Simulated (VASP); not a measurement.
Runs of VASP 6.6.1 on Pt. The structure is that of space group Pm-3m (No. 221), or close to it. The cells are those of the table. 

```tsv
task	cell	k mesh	cutoff (eV)	gap on the mesh (eV)	pressure (GPa)	relaxed volume (Å³/atom)
single point	a = 2.636 Å, 1 atom	15 × 15 × 15	520	none	-3.0	-
relaxation of cell and atoms	relaxed from a = 2.623 Å, 1 atom	15 × 15 × 15	600	none	0.0	18.01
single point	a = 2.610 Å, 1 atom	16 × 16 × 16	520	none	(a)	-
relaxation of cell and atoms	relaxed from a = 2.550 Å, 1 atom	16 × 16 × 16	600	none	0.1	18.01
single point	a = 2.623 Å, 1 atom	15 × 15 × 15	520	none	-0.4	-
single point	a = 2.623 Å, 1 atom	16 × 16 × 16	520	none	-0.4	-
```

Alike in all rows: level PBE; potentials or basis VASP PAW PBE potentials, release 64 (Pt); no spin polarisation; smearing methfessel-paxton 0.05 eV.

Estimate the missing entries.

(a) 2.6.

Caveats: spin-orbit coupling is left out, which moves the levels of the heavy elements.

A k mesh can miss the band edges, and the runs leave out spin-orbit coupling on Pt.

A gap of «none» marks levels without a gap at the run's occupations.
